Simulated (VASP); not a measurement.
SrVO3:

```
Sr V O
1.0
     3.84250    0.00000    0.00000
     0.00000    3.84250    0.00000
     0.00000    0.00000    3.84250
Sr V O
1 1 3
Direct
  0.00000 0.00000 0.00000
  0.50000 0.50000 0.50000
  0.50000 0.00000 0.50000
  0.00000 0.50000 0.50000
  0.50000 0.50000 0.00000
```

Base run:

* Program: VASP 6.6.1
* Functional: PBE
* Potentials or basis: VASP PAW PBE potentials, release 64 (Sr_sv, V_sv, O_h)
* Cutoff: 910 eV
* k mesh: 5 × 5 × 5
* Occupations: fermi-dirac, width 0.1 eV
* Spin: collinear spin, ferromagnetic start
* Starting moments: [0.0, 1.19, 0.0, 0.0, 0.0] μB
* Fixed moment: 1.19 μB
* Hubbard terms: V d U = 6.2 eV

Its results: pressure 12.2 GPa; site moments Sr -0.00; V +1.31; O -0.04 μB.

Question: After a change of settings the same cell gave: pressure 13.8 GPa; site moments Sr -0.00; V +1.39; O -0.01 μB. Which change was it?
A. fixed moment from 1.19 μB to 1.42 μB; moments at the start from [0.0, 1.19, 0.0, 0.0, 0.0] to [0.0, 1.42, 0.0, 0.0, 0.0]
B. fixed moment from 1.19 μB to none; moments at the start from [0.0, 1.19, 0.0, 0.0, 0.0] to [0.0, 0.2, 0.0, 0.0, 0.0]
C. fixed moment from 1.19 μB to 0.95 μB; moments at the start from [0.0, 1.19, 0.0, 0.0, 0.0] to [0.0, 0.95, 0.0, 0.0, 0.0]
D. fixed moment from 1.19 μB to 0.24 μB; moments at the start from [0.0, 1.19, 0.0, 0.0, 0.0] to [0.0, 0.24, 0.0, 0.0, 0.0]

Answer: A.

Caveats: the cutoff is under 1.25 times the usual one of these potentials, so pressure, stress and relaxed cells hold a basis-set (Pulay) error; the cell stands under pressure; the total moment is fixed, so each spin has its own Fermi level.
